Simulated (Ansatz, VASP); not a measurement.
# KMgF3: VASP beside Ansatz

File INCAR:

```
SYSTEM = KMgF3
PREC = Accurate ; ENCUT = 520
EDIFF = 1E-7 ; ISMEAR = 0
SIGMA = 0.05 ; LREAL = .FALSE.
LASPH = .TRUE. ; NELM = 100
ALGO = Normal ; ISIF = 2
LWAVE = .FALSE. ; LCHARG = .FALSE.
GGA = PS ; NBANDS = 24
```

Contents of KPOINTS:

```
Automatic mesh
0
G
  6 6 6
  0 0 0
```

The input POSCAR:

```
KMgF3
1.0
    3.9859000000      0.0348766250      0.0000000000
    0.0348766250      3.9859000000      0.0000000000
    0.0000000000      0.0000000000      3.9859000000
K Mg F
1 1 3
Direct
    0.5000000000      0.5000000000      0.5000000000
    0.0000000000      0.0000000000      0.0000000000
    0.5000000000      0.0000000000      0.0000000000
    0.0000000000      0.5000000000      0.0000000000
    0.0000000000      0.0000000000      0.5000000000
```

Input for Ansatz:

```yaml
crystal:
  lattice:
    - [3.9859, 0.034876625, 0.0]
    - [0.034876625, 3.9859, 0.0]
    - [0.0, 0.0, 3.9859]
  atoms:
    - { symbol: K, position: [0.5, 0.5, 0.5] }
    - { symbol: Mg, position: [0.0, 0.0, 0.0] }
    - { symbol: F, position: [0.5, 0.0, 0.0] }
    - { symbol: F, position: [0.0, 0.5, 0.0] }
    - { symbol: F, position: [0.0, 0.0, 0.5] }
basis:
  ecutwfc: 420
kpoints:
  mp_grid: { grid: [6, 6, 6] }
hamiltonian:
  xc: pbesol
scf:
  occupations: { method: gaussian, width: 0.05 }
output:
  forces: true
  stress: true
  eigenvalues: true
```

Change from the starting cell: strain +0.0175 x Voigt [0, 0, 0, 0, 0, 1], atoms carried along.

Alike in both runs: task single point; functional PBEsol; k mesh 6 × 6 × 6; occupations gaussian, width 0.05 eV; no spin polarisation.

```csv
,VASP,Ansatz
version,VASP 6.6.1,Ansatz 0.2.0
potentials or method,"VASP PAW PBE potentials, release 64 (K_sv, Mg, F), cutoff 520 eV","scalar-relativistic, plane waves, PAW"
valence electrons in the cell,32,40
```

```csv
,VASP,Ansatz,Ansatz less VASP
gap on the k mesh at the Fermi level (eV),7.12,7.14,+0.023
least direct gap on the mesh (eV),7.41,7.43,+0.021
pressure (GPa),-0.1,0.3,+0.38
"traceless stress, the component that is largest in VASP (GPa)",-0.81,-0.80,+0.011
```

VASP's potentials were made for PBE, not for PBEsol. With one functional, cell and mesh, what is left measures potentials, basis and numerics. VASP's potentials hold 32 valence electrons a cell and Ansatz's 40, so a difference there can come from the potentials and not from the codes.
